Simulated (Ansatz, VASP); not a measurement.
**One calculation of Os, two programs**

```
CELL_PARAMETERS angstrom
2.67829 0.00000 0.00000
-1.33914 2.31946 0.00000
0.00000 0.00000 4.23152
ATOMIC_POSITIONS crystal
Os 0.66667 0.33333 0.75000
Os 0.33333 0.66667 0.25000
```

Alike in both runs: task single point; functional SVWN5; k mesh 11 × 11 × 6; occupations fermi-dirac, width 0.05 eV; no spin polarisation.

|  | VASP | Ansatz |
| --- | --- | --- |
| version | VASP 6.6.1 | Ansatz 0.2.0 |
| potentials or method | VASP PAW PBE potentials, release 64 (Os_sv_GW) | Ansatz PAW |
| plane-wave cutoff (eV) | 560 | 420 |
| valence electrons in the cell | 32 | 32 |

```tsv
	VASP	Ansatz	Ansatz less VASP
gap on the k mesh at the Fermi level (eV)	none	none	-
pressure (GPa)	18.8	20.4	+1.59
traceless stress, the component that is largest in VASP (GPa)	1.06	1.06	-0.003
```

VASP's potentials were made for PBE, not for SVWN5. A gap of «none» marks a metal or a gap that the smearing closes.

Neither program's run includes spin-orbit coupling.
